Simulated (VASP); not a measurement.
A run of VASP 6.6.1:

INCAR

```
SYSTEM = I
PREC     = Accurate       ! precision mode
ENCUT    = 520            ! plane-wave cutoff, eV
EDIFF    = 1E-7           ! SCF threshold, eV
ISMEAR   = -1             ! smearing method
SIGMA    = 0.06           ! smearing width, eV
LREAL    = .FALSE.        ! projectors in reciprocal space
LASPH    = .TRUE.         ! aspherical terms in the spheres
NELM     = 80             ! most SCF steps
ALGO     = Normal         ! electronic algorithm
ISIF     = 2              ! what is computed and relaxed
LWAVE    = .FALSE.        ! write WAVECAR
LCHARG   = .FALSE.        ! write CHGCAR
GGA      = PE             ! functional
NBANDS   = 10             ! bands
```

Contents of KPOINTS:

```
Automatic mesh
0
G
  4 4 4
  0 0 0
```

The input POSCAR:

```
I
1.0
    0.0000000000      2.3656004428      3.9098401324
    2.1922454667      0.0000000000      3.9098401324
    2.1922454667      2.3656004428      0.0000000000
I
1
Direct
    0.0000000000      0.0000000000      0.0000000000
```

Potentials or basis: VASP PAW PBE potentials, release 64 (I).

Launch:

```console
$ cat potpaw_PBE.64/I/POTCAR > POTCAR
$ mpirun -np 1 vasp_std > vasp.out
```

Hardware: 1 thread of Intel(R) Xeon(R) 6975P-C (Granite Rapids), with other jobs on the host.

How long does it take, and how much memory?

Wall time 4 s on 1 thread of Intel(R) Xeon(R) 6975P-C (Granite Rapids), on a shared host, peak memory 0.17 GiB. Counts: scf iterations 12, k points 18.
